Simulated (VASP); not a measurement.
# SiC: single point with PBE

Crystal: SiC.

```
CELL_PARAMETERS angstrom
0.00000 2.17400 2.17400
2.17400 0.00000 2.17400
2.17400 2.17400 0.00000
ATOMIC_POSITIONS crystal
Si 0.00000 0.00000 0.00000
C 0.80175 0.80175 0.69825
```

This cell differs from its parent crystal: all C atoms moved +0.225 Å, as atom 2 along Cartesian [0 0 1].

```
Program             : VASP 6.6.1
Task                : single point
Functional          : PBE
Potentials or basis : VASP PAW PBE potentials, release 64 (Si, C)
Cutoff              : 520 eV
k mesh              : 12 × 12 × 12
Occupations         : gaussian, width 0.05 eV
Spin                : no spin polarisation
```

```json
{
  "Pressure": "10.7 GPa",
  "Largest force": "4.111 eV/Å",
  "Band gap on the k mesh": "0.35 eV (least direct gap 4.03 eV)"
}
```

Forces in eV/Å, atoms in the order of the input:
```
Si   0.000  0.000  4.111
C    0.000  0.000 -4.111
```

Stress tensor (GPa, compression positive):
```
13.90 16.02  0.00
16.02 13.90  0.00
 0.00  0.00  4.36
```

Levels at points of the mesh, in eV from the valence-band top:
```
           k point  band 2  band 3  band 4  band 5  band 6  band 7
(0.00, 0.00, 0.00)   -2.03   -0.75    0.00    5.21    6.28    6.47
(0.50, 0.00, 0.00)   -9.01   -2.91   -1.34    4.42    5.54    6.97
(0.00, 0.00, 0.50)   -9.88   -2.25   -1.13    4.41    5.76    7.37
(0.50, 0.50, 0.00)   -8.52   -4.71   -3.61    0.42    3.56   13.22
(0.00, 0.50, 0.50)   -8.80   -3.95   -3.90    0.35    3.20   12.95
```

Run time: 68 s on 1 thread of AMD EPYC 7R13, on a shared host, peak memory 0.15 GiB.

Caveat: the cell differs from its parent crystal (all C atoms moved +0.225 Å, as atom 2 along Cartesian [0 0 1]); the cell stands under pressure; forces of over 1 eV/Å act on the atoms, so gaps and moduli don't describe the material at rest. A k mesh can miss the band edges.
